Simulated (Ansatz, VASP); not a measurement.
**Two plane-wave programs on Sb**

```
Sb
1.0
     0.00000    2.40814    2.40814
     2.40814    0.00000    2.40814
     2.40814    2.40814    0.00000
Sb
1
Direct
  0.00000 0.00000 0.00000
```

Alike in both runs: task single point; functional BLYP; k mesh 12 × 12 × 12; occupations fermi-dirac, width 0.1 eV; no spin polarisation.

|  | VASP | Ansatz |
| --- | --- | --- |
| version | VASP 6.6.1 | Ansatz 0.2.0 |
| potentials or method | VASP PAW PBE potentials, release 64 (Sb), cutoff 520 eV | plane waves (420 eV) with PAW, scalar-relativistic |
| valence electrons in the cell | 5 | 15 |

Ansatz gave:

```
pressure (GPa) : 4.6
```

Problem. Estimate VASP's values.

Solution. Pressure (GPa): 4.8.

VASP's potentials were made for PBE, not for BLYP. With one functional, cell and mesh, what is left measures potentials, basis and numerics. VASP's potentials hold 5 valence electrons a cell and Ansatz's 15, so a difference there can come from the potentials and not from the codes.

Neither program's run includes spin-orbit coupling.
